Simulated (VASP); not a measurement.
# LiF in VASP: single point with PBE+D3(BJ)

Aim: the single point of LiF with PBE+D3(BJ).

All numbers are computed with VASP 6.6.1; they aren't measurements. Logs are shortened: lines on timing, memory, paths and dates and some standing lists are left out, and cuts for length are marked.

## Step 1: The cell of the first run

The cell holds a slab with vacuum, 24 atoms: a = 5.657 Å, b = 5.657 Å, c = 23.774 Å, α = 90.00°, β = 90.00°, γ = 120.00°.

## Step 2: Single point, PBE+D3(BJ)

File INCAR:

```
  ALGO = Normal
  DIPOL = 0.5 0.5 0.456
  EDIFF = 1E-6
  ENCUT = 650
  GGA = PE
  GGA_COMPAT = F
  IDIPOL = 3
  ISIF = 2
  ISMEAR = 0
  IVDW = 12
  LASPH = T
  LCHARG = F
  LDIPOL = T
  LREAL = F
  LWAVE = F
  NBANDS = 78
  NELM = 120
  NELMDL = -8
  PREC = Accurate
  SIGMA = 0.05
```

File KPOINTS:

```
k-points
0
Gamma
  3 3 1
```

File POSCAR:

```
LiF
1.0
    5.6574267962      0.0000000000      0.0000000000
   -2.8287133981      4.8994753256      0.0000000000
    0.0000000000      0.0000000000     23.7740870450
F Li
12 12
Direct
    0.1666666667      0.3333333333      0.3365008290
    0.1666666667      0.8333333333      0.3365008290
    0.6666666667      0.3333333333      0.3365008290
    0.6666666667      0.8333333333      0.3365008290
    0.5000000000      0.5000000000      0.4336500829
    0.5000000000      0.0000000000      0.4336500829
    0.0000000000      0.5000000000      0.4336500829
    0.0000000000      0.0000000000      0.4336500829
    0.8273766409      0.6638601482      0.5387263657
    0.8272239285      0.1636867812      0.5387724749
    0.3328735532      0.6664964433      0.5289291676
    0.3328547314      0.1665178722      0.5289304750
    0.3333333333      0.1666666667      0.3850754560
    0.3333333333      0.6666666667      0.3850754560
    0.8333333333      0.1666666667      0.3850754560
    0.8333333333      0.6666666667      0.3850754560
    0.6659849054      0.3329753784      0.4741436046
    0.6659740228      0.8328736847      0.4741387427
    0.1683591147      0.3341594616      0.4736242158
    0.1683139653      0.8341211509      0.4736138559
    0.0179233247      0.5089771808      0.5767567397
    0.0179140390      0.0090873654      0.5767629486
    0.4835845854      0.4918546563      0.5686311231
    0.4835126240     -0.0082092730      0.5686526980
```

Potentials or basis: VASP PAW PBE potentials, release 64 (F, Li_sv).

Run with:

```bash
> cat potpaw_PBE.64/F/POTCAR potpaw_PBE.64/Li_sv/POTCAR > POTCAR
> mpirun -np 1 vasp_std > vasp.out
```

OUTCAR:

```text
EDIFF = 1E-6
   ENCUT = 650
   GGA = PE
   ISIF = 2
   ISMEAR = 0
   IVDW = 12
   LASPH = T
   LREAL = F
   NELM = 120
   NELMDL = -8
   PREC = Accurate
 IVDW          = 12

 ion  position               nearest neighbor table
   1  0.167  0.333  0.337-  13 2.00  15 2.00  14 2.00
   2  0.167  0.833  0.337-  14 2.00  16 2.00  13 2.00
   3  0.667  0.333  0.337-  15 2.00  13 2.00  16 2.00
   4  0.667  0.833  0.337-  16 2.00  14 2.00  15 2.00
   5  0.500  0.500  0.434-  19 1.88  18 1.89  17 1.89  16 2.00  13 2.00  14 2.00
   6  0.500  0.000  0.434-  20 1.88  17 1.89  18 1.89  15 2.00  14 2.00  13 2.00
   7  0.000  0.500  0.434-  20 1.89  19 1.89  17 1.90  14 2.00  15 2.00  16 2.00
   8  0.000  0.000  0.434-  19 1.89  20 1.89  18 1.90  13 2.00  16 2.00  15 2.00
   9  0.827  0.664  0.539-  23 1.83  22 1.92  21 1.92  18 2.23  17 2.23
  10  0.827  0.164  0.539-  24 1.83  21 1.92  22 1.92  17 2.23  18 2.23
  11  0.333  0.666  0.529-  23 1.85  24 1.85  21 1.92  18 2.09  20 2.09  19 2.09
  12  0.333  0.167  0.529-  23 1.85  24 1.85  22 1.92  17 2.09  19 2.09  20 2.09
  13  0.333  0.167  0.385-   8 2.00   5 2.00   6 2.00   1 2.00   3 2.00   2 2.00
  14  0.333  0.667  0.385-   7 2.00   6 2.00   5 2.00   2 2.00   4 2.00   1 2.00
  15  0.833  0.167  0.385-   6 2.00   7 2.00   8 2.00   3 2.00   1 2.00   4 2.00
  16  0.833  0.667  0.385-   5 2.00   8 2.00   7 2.00   4 2.00   2 2.00   3 2.00
  17  0.666  0.333  0.474-   6 1.89   5 1.89   7 1.90  12 2.09  10 2.23   9 2.23
  18  0.666  0.833  0.474-   5 1.89   6 1.89   8 1.90  11 2.09   9 2.23  10 2.23
  19  0.168  0.334  0.474-   5 1.88   8 1.89   7 1.89  12 2.09  11 2.09
  20  0.168  0.834  0.474-   6 1.88   7 1.89   8 1.89  11 2.09  12 2.09
  21  0.018  0.509  0.577-  11 1.92  10 1.92   9 1.92
  22  0.018  0.009  0.577-  12 1.92  10 1.92   9 1.92
  23  0.484  0.492  0.569-   9 1.83  12 1.85  11 1.85
  24  0.484  0.992  0.569-  10 1.83  11 1.85  12 1.85

  LATTYP: Found a hexagonal cell.
 ALAT       =     5.6574267962
 C/A-ratio  =     4.2022792166

  Lattice vectors:

 A1 = (   5.6574267962,   0.0000000000,   0.0000000000)
 A2 = (  -2.8287133981,   4.8994753256,   0.0000000000)
 A3 = (   0.0000000000,   0.0000000000,  23.7740870450)

Analysis of symmetry for initial positions (statically):
=====================================================================
 Subroutine PRICEL returns:
 Original cell was already a primitive cell.

 Routine SETGRP: Setting up the symmetry group for a
 hexagonal supercell.

 Subroutine GETGRP returns: Found  1 space group operations
 (whereof  1 operations were pure point group operations)
 out of a pool of 24 trial point group operations.

The static configuration has the point symmetry C_1 .

Analysis of symmetry for dynamics (positions and initial velocities):
=====================================================================
 Subroutine PRICEL returns:
 Original cell was already a primitive cell.

 Routine SETGRP: Setting up the symmetry group for a
 hexagonal supercell.

 Subroutine GETGRP returns: Found  1 space group operations
 (whereof  1 operations were pure point group operations)
 out of a pool of 24 trial point group operations.

The dynamic configuration has the point symmetry C_1 .

 Subroutine INISYM returns: Found  1 space group operations
 (whereof  1 operations are pure point group operations),
 and found     1 'primitive' translations

----------------------------------------------------------------------------------------

                                     Primitive cell

  volume of cell :     658.9802

  direct lattice vectors                    reciprocal lattice vectors
     5.657426796  0.000000000  0.000000000     0.176758805  0.102051744  0.000000000
    -2.828713398  4.899475326  0.000000000     0.000000000  0.204103487  0.000000000
     0.000000000  0.000000000 23.774087045     0.000000000  0.000000000  0.042062604

  length of vectors
     5.657426796  5.657426796 23.774087045     0.204103487  0.204103487  0.042062604

  position of ions in fractional coordinates (direct lattice)
     0.166666667  0.333333333  0.336500829
     0.166666667  0.833333333  0.336500829
     0.666666667  0.333333333  0.336500829
     0.666666667  0.833333333  0.336500829
     0.500000000  0.500000000  0.433650083
     0.500000000  0.000000000  0.433650083
[... 16 lines left out ...]
     0.483584585  0.491854656  0.568631123
     0.483512624  0.991790727  0.568652698

  ion indices of the primitive-cell ions
   primitive index   ion index
                 1           1
                 2           2
                 3           3
                 4           4
                 5           5
                 6           6
[... 16 lines left out ...]
                23          23
                24          24

----------------------------------------------------------------------------------------

 KPOINTS: k-points

Automatic generation of k-mesh.
 Grid dimensions read from file:
 generate k-points for:    3    3    1

 Generating k-lattice:

  Cartesian coordinates                     Fractional coordinates (reciprocal lattice)
     0.058919602  0.034017248  0.000000000     0.333333333 -0.000000000  0.000000000
     0.000000000  0.068034496  0.000000000     0.000000000  0.333333333  0.000000000
     0.000000000  0.000000000  0.042062604     0.000000000  0.000000000  1.000000000

  Length of vectors
     0.068034496  0.068034496  0.042062604

  Shift w.r.t. Gamma in fractional coordinates (k-lattice)
     0.000000000  0.000000000  0.000000000

 Subroutine IBZKPT returns following result:
 ===========================================

 Found      5 irreducible k-points:

 Following reciprocal coordinates:
            Coordinates               Weight
  0.000000  0.000000  0.000000      1.000000
  0.333333  0.000000  0.000000      2.000000
  0.000000  0.333333  0.000000      2.000000
 -0.333333  0.333333  0.000000      2.000000
  0.333333  0.333333  0.000000      2.000000
   k-points           NKPTS =      5   k-points in BZ     NKDIM =      5   number of bands    NBANDS=     78
   number of dos      NEDOS =    301   number of ions     NIONS =     24
   total plane-waves  NPLWV = 460800
   dimension x,y,z NGX =    48 NGY =   48 NGZ =  200
   dimension x,y,z NGXF=    96 NGYF=   96 NGZF=  400
   ions per type =              12  12
   NGX,Y,Z   is equivalent  to a cutoff of  14.11, 14.11, 13.99 a.u.
   NGXF,Y,Z  is equivalent  to a cutoff of  28.21, 28.21, 27.97 a.u.
 SYSTEM =  unknown system
   PREC   = accura    normal or accurate (medium, high low for compatibility)
   ISTART =      0    job   : 0-new  1-cont  2-samecut
   ICHARG =      2    charge: 1-file 2-atom 10-const
   ISPIN  =      1    spin polarized calculation?
   LNONCOLLINEAR =      F non collinear calculations
   LSORBIT =      F    spin-orbit coupling
   LASPH  =      T    aspherical Exc in radial PAW
   ENCUT  =  650.0 eV  47.77 Ry    6.91 a.u.  11.76 11.76 49.42*2*pi/ulx,y,z
   NELM   =    120;   NELMIN=  2; NELMDL= -8     # of ELM steps
   EDIFF  = 0.1E-05   stopping-criterion for ELM
   LREAL  =      F    real-space projection
   EDIFFG = 0.1E-04   stopping-criterion for IOM
   NSW    =      0    number of steps for IOM
[... 5 lines left out ...]
   TEBEG  =    0.0;   TEEND  =   0.0 temperature during run
   PSTRESS=    0.0 pullay stress
   NELECT =     120.0000    total number of electrons
   NUPDOWN=      -1.0000    fix difference up-down
   EMIN   =  10.00;   EMAX   =-10.00  energy-range for DOS
   EFERMI =   0.00;   METHOD = LEGACY
   ISMEAR =     0;   SIGMA  =   0.05  broadening in eV -4-tet -1-fermi 0-gaus
   EFERMI_NEDOS =   21; number of points for ismear=-14 and -15
   IALGO  =     38    algorithm
   IMIX   =      4    mixing-type and parameters
     AMIX     =   0.40;   BMIX     =  1.00
     AMIX_MAG =   1.60;   BMIX_MAG =  1.00
  volume/ion in A,a.u.               =      27.46       185.29
  Fermi-wavevector in a.u.,A,eV,Ry     =   0.927921  1.753517 11.715131  0.861038
  Thomas-Fermi vector in A             =   2.054043
   LORBIT       =      0    0 simple, 1 ext, 2 COOP (PROOUT), +10 PAW based schemes
   GGA     = PE    functional components
   LHFCALC =     F    Hartree Fock is set to
   AEXX    =    0.0000 exact exchange contribution
   IVDW    =    12    specifies the selected vdW correction
   LEPSILON=     F    determine dielectric tensor
   LRPA    =     F    only Hartree local field effects (RPA)
 non-spin polarized calculation
 Gauss-broadening in eV      SIGMA  =   0.05
  energy-cutoff  :      650.00
  volume of cell :      658.98
 maximum number of plane-waves:     24837
   NGX = 23   NGY = 23   NGZ = 99

 number of electron     119.9999981 magnetization

 dipolmoment           0.000000      0.000000     -1.042076 electrons x Angstroem

 Free energy of the ion-electron system (eV)
  ---------------------------------------------------
  ext. energy  EPLUGINS =         0.00000000
  ---------------------------------------------------
  free energy    TOTEN  =      -101.81267721 eV

  energy without entropy =     -101.78524424  energy(sigma->0) =     -101.79896072

 E-fermi :  -4.4745     XC(G=0):  -3.7679

 val. band max:       -4.5035613722   @ k =   0.0000   0.3333   0.0000
 cond. band min:      -4.4579406960   @ k =   0.3333   0.0000   0.0000
 fundamental gap:      0.0456206763
 Fermi energy:        -4.4744585378

 k-point     1 :       0.0000    0.0000    0.0000
  band No.  band energies     occupation
      1     -51.7105      2.00000
      2     -51.6893      2.00000
      3     -51.5179      2.00000
      4     -51.4987      2.00000
      5     -50.3806      2.00000
      6     -50.3543      2.00000
[... 64 lines left out ...]
     71       2.1490      0.00000
     72       2.5762      0.00000

 k-point     2 :       0.3333    0.0000    0.0000
  band No.  band energies     occupation
      1     -51.7089      2.00000
      2     -51.6893      2.00000
      3     -51.5195      2.00000
      4     -51.4988      2.00000
      5     -50.3762      2.00000
      6     -50.3543      2.00000
[... 64 lines left out ...]
     71       2.2835      0.00000
     72       2.9356      0.00000

 k-point     3 :       0.0000    0.3333    0.0000
  band No.  band energies     occupation
      1     -51.7048      2.00000
      2     -51.6941      2.00000
      3     -51.5135      2.00000
      4     -51.5039      2.00000
      5     -50.3730      2.00000
      6     -50.3598      2.00000
[... 64 lines left out ...]
     71       2.2872      0.00000
     72       2.9203      0.00000

 k-point     4 :      -0.3333    0.3333    0.0000
  band No.  band energies     occupation
      1     -51.7048      2.00000
      2     -51.6941      2.00000
      3     -51.5135      2.00000
      4     -51.5039      2.00000
      5     -50.3730      2.00000
      6     -50.3598      2.00000
[... 64 lines left out ...]
     71       2.2875      0.00000
     72       2.9204      0.00000

 k-point     5 :       0.3333    0.3333    0.0000
  band No.  band energies     occupation
      1     -51.7036      2.00000
      2     -51.6945      2.00000
      3     -51.5147      2.00000
      4     -51.5036      2.00000
      5     -50.3696      2.00000
      6     -50.3609      2.00000
[... 64 lines left out ...]
     71       1.9873      0.00000
     72       2.7654      0.00000
 [bands above 72 left out]

------------------------ aborting loop because EDIFF is reached ----------------------------------------

 vacuum level on the upper side and lower side of the slab       (xc-potential included)        -3.420         3.236

 Edisp (eV)   -3.11563

 E8    (eV) :    -1.1957

  FORCE on cell =-STRESS in cart. coord.  units (eV):
  Direction    XX          YY          ZZ          XY          YZ          ZX
  --------------------------------------------------------------------------------------
  -------------------------------------------------------------------------------------
  Total       2.30152     2.13012    -2.48677     0.15830    -0.11460    -0.20289
  in kB       5.59567     5.17896    -6.04609     0.38488    -0.27863    -0.49328
  external pressure =        1.58 kB  Pullay stress =        0.00 kB

 VOLUME and BASIS-vectors are now :
 -----------------------------------------------------------------------------
  energy-cutoff  :      650.00
  volume of cell :      658.98
      direct lattice vectors                 reciprocal lattice vectors
     5.657426796  0.000000000  0.000000000     0.176758805  0.102051744  0.000000000
    -2.828713398  4.899475326  0.000000000     0.000000000  0.204103487  0.000000000
     0.000000000  0.000000000 23.774087045     0.000000000  0.000000000  0.042062604

 POSITION                                       TOTAL-FORCE (eV/Angst)
 -----------------------------------------------------------------------------------
      0.00000      1.63316      8.00000         0.000015      0.000043      1.261779
     -1.41436      4.08290      8.00000        -0.000027     -0.000043      1.261800
      2.82871      1.63316      8.00000        -0.000137     -0.000002      1.250717
      1.41436      4.08290      8.00000        -0.000097     -0.000133      1.250713
      1.41436      2.44974     10.30963         0.093452      0.053056      1.173452
      2.82871      0.00000     10.30963         0.093801      0.053520      1.174358
[... 16 lines left out ...]
      1.34453      2.40983     13.51869         0.247261      0.142804      0.012902
     -0.07005      4.85925     13.51920         0.244743      0.142396      0.012391
 -----------------------------------------------------------------------------------
    total drift:                                0.001220      0.000607      0.000439

  FREE ENERGIE OF THE ION-ELECTRON SYSTEM (eV)
  ---------------------------------------------------
  free  energy   TOTEN  =      -104.9283121999 eV

  energy  without entropy=     -104.9008792298  energy(sigma->0) =     -104.91459571

 vacuum level on the upper side and lower side of the slab        -0.262         6.535
```

It took 36 min on 1 thread of Intel Xeon 8259CL, shared host; peak memory 1 GiB.

Results:

* Free energy: -104.9283 eV
* Largest force: 2.285 eV/Å
* Band gap on the k mesh: zero (bands 60 and 61 overlap by 0.11 eV)
* Dispersion energy per atom: -0.130 eV

Forces in eV/Å, atoms in the order of the input:
```
F    0.000  0.000  1.262
F    0.000  0.000  1.262
F    0.000  0.000  1.251
F    0.000  0.000  1.251
F    0.093  0.053  1.173
F    0.094  0.054  1.174
F   -0.088 -0.052  1.272
F   -0.089 -0.051  1.271
F    0.260  0.147  0.185
F    0.261  0.152  0.183
F   -0.153 -0.089  0.454
F   -0.152 -0.088  0.455
Li   0.008  0.005 -2.285
Li   0.008  0.005 -2.285
Li  -0.008 -0.005 -2.282
Li  -0.007 -0.004 -2.283
Li   0.028  0.016 -0.347
Li   0.027  0.018 -0.346
Li  -0.039 -0.022 -0.382
Li  -0.038 -0.021 -0.381
Li  -0.349 -0.199 -0.314
Li  -0.347 -0.202 -0.314
Li   0.247  0.143  0.013
Li   0.245  0.142  0.012
```

Levels at points of the mesh, in eV from the Fermi level:
```csv
k point,band 57,band 58,band 59,band 60,band 61,band 62,band 63,band 64
"(0.00, 0.00, 0.00)",-0.30,-0.30,-0.30,0.13,0.13,3.19,3.49,3.70
```

Caveat: the k points lie up to 0.43 Å⁻¹ apart.

The gap in the log of VASP goes by the Fermi energy; the results here count the filled bands.